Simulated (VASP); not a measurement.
Runs of VASP 6.6.1 on SnO2. The structure is that of space group P4_2/mnm (No. 136), or close to it. The cells are those of the table. 

| cell | gap on the mesh (eV) | pressure (GPa) | largest force (eV/Å) |
| --- | --- | --- | --- |
| a = 4.570, b = 4.570, c = 3.072 Å, 6 atoms | 2.56 | 43.6 | 0.04 |
| a = 4.856, b = 4.856, c = 3.264 Å, 6 atoms | 0.47 | -2.7 | 0.06 |
| a = 4.665, b = 4.665, c = 3.136 Å, 6 atoms | 1.78 | 23.5 | 0.05 |
| a = 4.903, b = 4.903, c = 3.296 Å, 6 atoms | 0.19 | (b) | 0.07 |
| a = 4.618, b = 4.618, c = 3.104 Å, 6 atoms | 2.16 | 32.8 | 0.05 |
| a = 4.808, b = 4.808, c = 3.232 Å, 6 atoms | (a) | (c) | 0.05 |
| a = 4.713, b = 4.713, c = 3.168 Å, 6 atoms | 1.43 | 15.4 | 0.05 |

Alike in all rows: task single point; level PBE; potentials or basis VASP PAW PBE potentials, release 64 (Sn_d, O); no spin polarisation; k mesh 6 × 6 × 8; cutoff (eV) 520; smearing fermi-dirac 0.02 eV.

Estimate the missing entries.

(a) 0.77; (b) -7.1; (c) 2.4.

Caveats: spin-orbit coupling is left out, which moves the levels of the heavy elements.

A k mesh can miss the band edges, and the runs leave out spin-orbit coupling on Sn.
